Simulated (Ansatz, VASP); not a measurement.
# Al2InN3: VASP beside Ansatz

INCAR

```
PREC = Accurate
ENCUT = 520
EDIFF = 1E-7
ISMEAR = 0
SIGMA = 0.05
LREAL = False
LASPH = True
NELM = 60
ALGO = Normal
ISIF = 2
LWAVE = False
LCHARG = True
GGA = PE
LELF = True
LVHAR = True
NBANDS = 46
```

KPOINTS

```
Automatic mesh
0
Gamma
  6 6 6
```

POSCAR

```
Al2InN3
1.0
    4.9370098535     -2.9162489958      0.0000000000
    4.9370098535      2.9162489958      0.0000000000
    0.0000000000      0.0000000000      5.2708967745
Al In N
4 2 6
Direct
    0.0084427086      0.3348641725      0.9917411822
    0.6651358275      0.9915572914      0.9917411822
    0.9915572914      0.6651358275      0.4917411822
    0.3348641725      0.0084427086      0.4917411822
    0.3220722962      0.6779277038      0.9869930315
    0.6779277038      0.3220722962      0.4869930315
    0.0367610679      0.3336262977      0.3556963910
    0.6663737023      0.9632389321      0.3556963910
    0.9632389321      0.6663737023      0.8556963910
    0.3336262977      0.0367610679      0.8556963910
    0.2982358752      0.7017641248      0.4061317922
    0.7017641248      0.2982358752      0.9061317922
```

Input for Ansatz:

```yaml
crystal:
  lattice:
    - [4.9370098535, -2.9162489958, 0.0]
    - [4.9370098535, 2.9162489958, 0.0]
    - [0.0, 0.0, 5.2708967745]
  atoms:
    - { symbol: Al, position: [0.0084427086, 0.3348641725, 0.9917411822] }
    - { symbol: Al, position: [0.6651358275, 0.9915572914, 0.9917411822] }
    - { symbol: Al, position: [0.9915572914, 0.6651358275, 0.4917411822] }
    - { symbol: Al, position: [0.3348641725, 0.0084427086, 0.4917411822] }
    - { symbol: In, position: [0.3220722962, 0.6779277038, 0.9869930315] }
    - { symbol: In, position: [0.6779277038, 0.3220722962, 0.4869930315] }
    - { symbol: "N", position: [0.0367610679, 0.3336262977, 0.355696391] }
    - { symbol: "N", position: [0.6663737023, 0.9632389321, 0.355696391] }
    - { symbol: "N", position: [0.9632389321, 0.6663737023, 0.855696391] }
    - { symbol: "N", position: [0.3336262977, 0.0367610679, 0.855696391] }
    - { symbol: "N", position: [0.2982358752, 0.7017641248, 0.4061317922] }
    - { symbol: "N", position: [0.7017641248, 0.2982358752, 0.9061317922] }
basis:
  ecutwfc: 520.0
kpoints:
  mp_grid: { grid: [6, 6, 6] }
hamiltonian:
  xc: pbe
  pseudopotentials: { kind: paw, azcp: { folder: soft_1 } }
scf:
  occupations: { method: gaussian, width: 0.05 }
output:
  forces: true
  stress: true
  eigenvalues: true
  write_density: true
  write_potential: true
  elf: true
  volumetric_format: npy
```

Change from the starting cell: volume 12.648 Å^3 an atom, stretch along b over the lengths across it, relative to the relaxed cell 1.0271.

Alike in both runs: task single point; functional PBE; k mesh 6 × 6 × 6; occupations gaussian, width 0.05 eV; no spin polarisation.

|  | VASP | Ansatz |
| --- | --- | --- |
| version | VASP 6.6.1 | Ansatz 0.2.0 |
| potentials or method | VASP PAW PBE potentials, release 64 (Al, In_d, N), cutoff 520 eV | scalar-relativistic, plane waves, PAW |
| valence electrons in the cell | 68 | 68 |

|  | VASP | Ansatz | Ansatz less VASP |
| --- | --- | --- | --- |
| gap on the k mesh at the Fermi level (eV) | 1.92 | 1.92 | 0.000 |
| least direct gap on the mesh (eV) | 1.92 | 1.92 | 0.000 |
| pressure (GPa) | -6.1 | -6.0 | +0.05 |
| traceless stress, the component that is largest in VASP (GPa) | -4.57 | -4.54 | +0.031 |
| rms of the force components (eV/Å) | 0.111 | 0.111 | -0.0008 |

Atom by atom the forces differ by 0.009 eV/Å (rms over components). The functional is the same, so the differences come from potentials, cutoffs and numerics.
